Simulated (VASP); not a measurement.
# TaN (P6_3/mmc) in VASP: single point with PBE

Aim: the single point of TaN with PBE.

Program: VASP 6.6.1. These are calculated values, not measurements. Logs are shortened: lines on timing, memory, paths and dates and some standing lists are left out, and cuts for length are marked.

**1. The cell of the first run**

Symmetry: P6_3/mmc, No. 194, hexagonal system. The conventional cell has a = 3.048 Å, b = 3.048 Å, c = 4.820 Å, α = 90.00°, β = 90.00°, γ = 120.00°. Ta (site symmetry -3m) has 6 N at 2.13 Å and 2 Ta at 2.41 Å within 2.8 Å. N (site symmetry -6m2) has 6 Ta at 2.13 Å within 2.8 Å.

**2. Single point, PBE, collinear spin (z stretched by -2 %, then relaxed in part)**

INCAR reads:

```
SYSTEM = TaN
PREC = Accurate ; ENCUT = 520
EDIFF = 1E-6 ; ISMEAR = -1
SIGMA = 0.05 ; LREAL = .FALSE.
LASPH = .TRUE. ; NELM = 150
ALGO = Normal ; ISIF = 2
LWAVE = .FALSE. ; LCHARG = .FALSE.
ISPIN = 2 ; MAGMOM = 2 2 0 0
LORBIT = 11 ; LMAXMIX = 4
GGA = PE ; NBANDS = 28
```

KPOINTS reads:

```
regular mesh
0
G
  18 18 10
  0 0 0
```

POSCAR reads:

```
TaN
1.0
    3.0480019786      0.0000000000      0.0000000000
   -1.5240009893      2.6396471442      0.0000000000
    0.0000000000      0.0000000000      4.8196400000
Ta N
2 2
Direct
    0.0000000000      0.0000000000      0.0000000000
    0.0000000000      0.0000000000      0.5000000000
    0.3333333333      0.6666666667      0.2500000000
    0.6666666667      0.3333333333      0.7500000000
```

Potentials or basis: VASP PAW PBE potentials, release 64 (Ta_pv, N).

The run is started by

```console
cat potpaw_PBE.64/Ta_pv/POTCAR potpaw_PBE.64/N/POTCAR > POTCAR
mpirun -np 1 vasp_std > vasp.out
```

OUTCAR:

```text
SYSTEM = TaN
   PREC = Accurate
   ENCUT = 520
   EDIFF = 1E-6
   ISMEAR = -1
   LREAL = .FALSE.
   LASPH = .TRUE.
   NELM = 150
   ISIF = 2
   ISPIN = 2
   LORBIT = 11
   GGA = PE

 ion  position               nearest neighbor table
   1  0.000  0.000  0.000-   3 2.13   4 2.13   3 2.13   4 2.13   4 2.13   3 2.13   2 2.41   2 2.41

   2  0.000  0.000  0.500-   3 2.13   4 2.13   3 2.13   4 2.13   4 2.13   3 2.13   1 2.41   1 2.41

   3  0.333  0.667  0.250-   1 2.13   2 2.13   1 2.13   2 2.13   1 2.13   2 2.13
   4  0.667  0.333  0.750-   1 2.13   2 2.13   1 2.13   2 2.13   1 2.13   2 2.13

  LATTYP: Found a hexagonal cell.
 ALAT       =     3.0480019786
 C/A-ratio  =     1.5812456927

  Lattice vectors:

 A1 = (   3.0480019786,   0.0000000000,   0.0000000000)
 A2 = (  -1.5240009893,   2.6396471442,   0.0000000000)
 A3 = (   0.0000000000,   0.0000000000,   4.8196400000)

Analysis of symmetry for initial positions (statically):
=====================================================================
 Subroutine PRICEL returns:
 Original cell was already a primitive cell.

 Routine SETGRP: Setting up the symmetry group for a
 hexagonal supercell.

 Subroutine GETGRP returns: Found 24 space group operations
 (whereof 12 operations were pure point group operations)
 out of a pool of 24 trial point group operations.

The static configuration has the point symmetry D_3d.
 The point group associated with its full space group is D_6h.

Analysis of symmetry for dynamics (positions and initial velocities):
=====================================================================
 Subroutine PRICEL returns:
 Original cell was already a primitive cell.

 Routine SETGRP: Setting up the symmetry group for a
 hexagonal supercell.

 Subroutine GETGRP returns: Found 24 space group operations
 (whereof 12 operations were pure point group operations)
 out of a pool of 24 trial point group operations.

The dynamic configuration has the point symmetry D_3d.
 The point group associated with its full space group is D_6h.

Analysis of structural, dynamic, and magnetic symmetry:
=====================================================================
 Subroutine PRICEL returns:
 Original cell was already a primitive cell.

 Routine SETGRP: Setting up the symmetry group for a
 hexagonal supercell.

 Subroutine GETGRP returns: Found 24 space group operations
 (whereof 12 operations were pure point group operations)
 out of a pool of 24 trial point group operations.

The overall configuration has the point symmetry D_3d.
 The point group associated with its full space group is D_6h.

 Subroutine INISYM returns: Found 24 space group operations
 (whereof 12 operations are pure point group operations),
 and found     1 'primitive' translations

----------------------------------------------------------------------------------------

                                     Primitive cell

  volume of cell :      38.7771

  direct lattice vectors                    reciprocal lattice vectors
     3.048001979  0.000000000  0.000000000     0.328083777  0.189419257  0.000000000
    -1.524000989  2.639647144  0.000000000     0.000000000  0.378838513  0.000000000
     0.000000000  0.000000000  4.819640000     0.000000000  0.000000000  0.207484376

  length of vectors
     3.048001979  3.048001979  4.819640000     0.378838513  0.378838513  0.207484376

  position of ions in fractional coordinates (direct lattice)
     0.000000000  0.000000000  0.000000000
     0.000000000  0.000000000  0.500000000
     0.333333333  0.666666667  0.250000000
     0.666666667  0.333333333  0.750000000

  ion indices of the primitive-cell ions
   primitive index   ion index
                 1           1
                 2           2
                 3           3
                 4           4

----------------------------------------------------------------------------------------

 KPOINTS: regular mesh

Automatic generation of k-mesh.
 Grid dimensions read from file:
 generate k-points for:   18   18   10

 Generating k-lattice:

  Cartesian coordinates                     Fractional coordinates (reciprocal lattice)
     0.018226876  0.010523292  0.000000000     0.055555556  0.000000000  0.000000000
     0.000000000  0.021046584  0.000000000     0.000000000  0.055555556  0.000000000
     0.000000000  0.000000000  0.020748438     0.000000000  0.000000000  0.100000000

  Length of vectors
     0.021046584  0.021046584  0.020748438

  Shift w.r.t. Gamma in fractional coordinates (k-lattice)
     0.000000000  0.000000000  0.000000000

 Subroutine IBZKPT returns following result:
 ===========================================

 Found    222 irreducible k-points:

 Following reciprocal coordinates:
            Coordinates               Weight
  0.000000  0.000000  0.000000      1.000000
  0.055556  0.000000  0.000000      6.000000
  0.111111  0.000000  0.000000      6.000000
  0.166667  0.000000  0.000000      6.000000
  0.222222  0.000000  0.000000      6.000000
  0.277778  0.000000  0.000000      6.000000
[... 16 lines left out ...]
  0.333333  0.111111  0.000000     12.000000
  0.388889  0.111111  0.000000     12.000000
 [... further k-points ...]
   k-points           NKPTS =    222   k-points in BZ     NKDIM =    222   number of bands    NBANDS=     28
   number of dos      NEDOS =    301   number of ions     NIONS =      4
   total plane-waves  NPLWV =  20736
   dimension x,y,z NGX =    24 NGY =   24 NGZ =   36
   dimension x,y,z NGXF=    48 NGYF=   48 NGZF=   72
   ions per type =               2   2
   NGX,Y,Z   is equivalent  to a cutoff of  13.09, 13.09, 12.42 a.u.
   NGXF,Y,Z  is equivalent  to a cutoff of  26.18, 26.18, 24.84 a.u.
 SYSTEM =  TaN
   PREC   = accura    normal or accurate (medium, high low for compatibility)
   ISTART =      0    job   : 0-new  1-cont  2-samecut
   ICHARG =      2    charge: 1-file 2-atom 10-const
   ISPIN  =      2    spin polarized calculation?
   LNONCOLLINEAR =      F non collinear calculations
   LSORBIT =      F    spin-orbit coupling
   LASPH  =      T    aspherical Exc in radial PAW
   ENCUT  =  520.0 eV  38.22 Ry    6.18 a.u.   5.67  5.67  8.96*2*pi/ulx,y,z
   NELM   =    150;   NELMIN=  2; NELMDL= -5     # of ELM steps
   EDIFF  = 0.1E-05   stopping-criterion for ELM
   LREAL  =      F    real-space projection
   EDIFFG = 0.1E-04   stopping-criterion for IOM
   NSW    =      0    number of steps for IOM
   IBRION =     -1    ionic relax: 0-MD 1-quasi-New 2-CG
   NFREE  =      0    steps in history (QN), initial steepest desc. (CG)
   ISIF   =      2    stress and relaxation
   ISYM   =      2    0-nonsym 1-usesym 2-fastsym
   POTIM  = 0.5000    time-step for ionic-motion
   TEBEG  =    0.0;   TEEND  =   0.0 temperature during run
   PSTRESS=    0.0 pullay stress
   NELECT =      32.0000    total number of electrons
   NUPDOWN=      -1.0000    fix difference up-down
   EMIN   =  10.00;   EMAX   =-10.00  energy-range for DOS
   EFERMI =   0.00;   METHOD = LEGACY
   ISMEAR =    -1;   SIGMA  =   0.05  broadening in eV -4-tet -1-fermi 0-gaus
   EFERMI_NEDOS =   21; number of points for ismear=-14 and -15
   IALGO  =     38    algorithm
   IMIX   =      4    mixing-type and parameters
     AMIX     =   0.40;   BMIX     =  1.00
     AMIX_MAG =   1.60;   BMIX_MAG =  1.00
  volume/ion in A,a.u.               =       9.69        65.42
  Fermi-wavevector in a.u.,A,eV,Ry     =   1.535558  2.901784 32.081703  2.357939
  Thomas-Fermi vector in A             =   2.642330
   LORBIT       =     11    0 simple, 1 ext, 2 COOP (PROOUT), +10 PAW based schemes
   GGA     = PE    functional components
   LHFCALC =     F    Hartree Fock is set to
   AEXX    =    0.0000 exact exchange contribution
   IVDW    =     0    specifies the selected vdW correction
   LEPSILON=     F    determine dielectric tensor
   LRPA    =     F    only Hartree local field effects (RPA)
 spin polarized calculation
  energy-cutoff  :      520.00
  volume of cell :       38.78
 maximum number of plane-waves:      1085
 NGX is ok and might be reduce to    24
   NGX = 11   NGY = 11   NGZ = 17

 number of electron      31.9999995 magnetization       0.0036157

 number of electron      31.9999995 magnetization      -0.0003967

 Free energy of the ion-electron system (eV)
  ---------------------------------------------------
  ext. energy  EPLUGINS =         0.00000000
  ---------------------------------------------------
  free energy    TOTEN  =       -40.66499534 eV

  energy without entropy =      -40.64749665  energy(sigma->0) =      -40.65624599

 E-fermi :  10.1560     XC(G=0): -13.8517

 val. band max:       10.1551020150   @ k =   0.1667   0.1667   0.3000
 cond. band min:      10.1582965831   @ k =   0.3333   0.2778   0.2000
 fundamental gap:      0.0031945681
 Fermi energy:        10.1559983095

 spin component 1

 k-point     1 :       0.0000    0.0000    0.0000
  band No.  band energies     occupation
      1     -27.3018      1.00000
      2     -25.2264      1.00000
      3     -25.2264      1.00000
      4     -24.7773      1.00000
      5     -24.7773      1.00000
      6     -23.7974      1.00000
[... 20 lines left out ...]
     27      23.3938      0.00000
[... 691 lines left out ...]
      6     -23.7097      1.00000
[... 20 lines left out ...]
     27      22.0927      0.00000
     28      23.4299      0.00000

 [... further k-points ...]

 spin component 2

 k-point     1 :       0.0000    0.0000    0.0000
  band No.  band energies     occupation
      1     -27.3019      1.00000
      2     -25.2265      1.00000
      3     -25.2265      1.00000
      4     -24.7774      1.00000
      5     -24.7774      1.00000
      6     -23.7975      1.00000
[... 20 lines left out ...]
     27      23.4090      0.00000
[... 691 lines left out ...]
      6     -23.7098      1.00000
[... 20 lines left out ...]
     27      22.0926      0.00000
     28      23.4307      0.00000

 [... further k-points ...]
[... 5 lines left out ...]
  --------------------------------------------------------------------------------------
  -------------------------------------------------------------------------------------
  Total       10.2949283     10.2949283     33.9576641      0.0000000      0.0000000      0.0000000
  in kB      425.3615102    425.3615102   1403.0484525      0.0000000      0.0000000      0.0000000
  external PRESSURE =     751.2571576 kB  Pullay stress =       0.0000000 kB

 VOLUME and BASIS-vectors are now :
 -----------------------------------------------------------------------------
  energy-cutoff  :      520.00
  volume of cell :       38.78
      direct lattice vectors                 reciprocal lattice vectors
     3.048001979  0.000000000  0.000000000     0.328083777  0.189419257  0.000000000
    -1.524000989  2.639647144  0.000000000     0.000000000  0.378838513  0.000000000
     0.000000000  0.000000000  4.819640000     0.000000000  0.000000000  0.207484376

 POSITION                                       TOTAL-FORCE (eV/Angst)
 -----------------------------------------------------------------------------------
      0.00000      0.00000      0.00000        -0.000000      0.000000      0.000000
      0.00000      0.00000      2.40982        -0.000000      0.000000      0.000000
     -0.00000      1.75976      1.20491        -0.000000      0.000000      0.000000
      1.52400      0.87988      3.61473         0.000000     -0.000000      0.000000
 -----------------------------------------------------------------------------------
    total drift:                               -0.000000      0.000000      0.000000

  FREE ENERGIE OF THE ION-ELECTRON SYSTEM (eV)
  ---------------------------------------------------
  free  energy   TOTEN  =       -40.6649953350 eV

  energy  without entropy=      -40.6474966465  energy(sigma->0) =      -40.65624599

 total charge

# of ion       s       p       d       tot
------------------------------------------
    1        0.340   6.311   2.777   9.428
    2        0.340   6.311   2.777   9.428
    3        1.242   2.606   0.000   3.848
    4        1.242   2.606   0.000   3.848
--------------------------------------------------
tot          3.164  17.833   5.553  26.551

 magnetization (x)

# of ion       s       p       d       tot
------------------------------------------
    1       -0.000  -0.000  -0.000  -0.000
    2       -0.000  -0.000  -0.000  -0.000
    3        0.000   0.000   0.000   0.000
    4        0.000   0.000   0.000   0.000
--------------------------------------------------
tot          0.000  -0.000  -0.000  -0.000
```

Wall time 5.3 min (1 thread of Intel Xeon Platinum 8488C (Sapphire Rapids), shared host); peak memory 0.43 GiB.

What came out:

| Property | Result |
| --- | --- |
| Free energy | -40.6650 eV |
| Pressure | 75.1 GPa |
| Band gap on the k mesh | zero (filled and empty bands overlap) |
| Net moment | 0.00 μB per cell |
| Valence electrons inside the program's atomic spheres | Ta 9.43; N 3.85 |

Caveat: the cell differs from its parent crystal (z stretched by -2 %, then relaxed in part); the stress differs along the axes, from 43 to 140 GPa; spin-orbit coupling is left out, which moves the levels of the heavy elements.
